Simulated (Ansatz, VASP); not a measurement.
Ni: VASP beside Ansatz

```
Ni
1.0
     2.44802    0.00000    0.00000
    -1.22401    2.12005    0.00000
     0.00000    0.00000    4.07281
Ni
2
Direct
  0.66667 0.33333 0.75000
  0.33333 0.66667 0.25000
```

Alike in both runs: task single point; functional PBE; k mesh 12 × 12 × 7; occupations fermi-dirac, width 0.05 eV; collinear spin.

|  | VASP | Ansatz |
| --- | --- | --- |
| version | VASP 6.6.1 | Ansatz 0.2.0 |
| potentials or method | VASP PAW PBE potentials, release 64 (Ni) | Ansatz PAW |
| plane-wave cutoff (eV) | 520 | 420 |
| valence electrons in the cell | 20 | 36 |

Ansatz gave:

- gap on the k mesh at the Fermi level (eV): none
- pressure (GPa): 7.3
- traceless stress, the component that is largest in VASP (GPa): -2.64
- net moment per atom (μB): 0.65
- size of the moment on the site where the two differ most (μB): 0.69

Q: What did VASP give for the same quantities?

A: gap on the k mesh at the Fermi level (eV): none; pressure (GPa): 7.3; traceless stress, the component that is largest in VASP (GPa): -2.54; net moment per atom (μB): 0.63; size of the moment on the site where the two differ most (μB): 0.64.

Site moments also hang on the region over which each program counts them. A gap of «none» marks a metal or a gap that the smearing closes. VASP's potentials hold 20 valence electrons a cell and Ansatz's 36, so a difference there can come from the potentials and not from the codes.
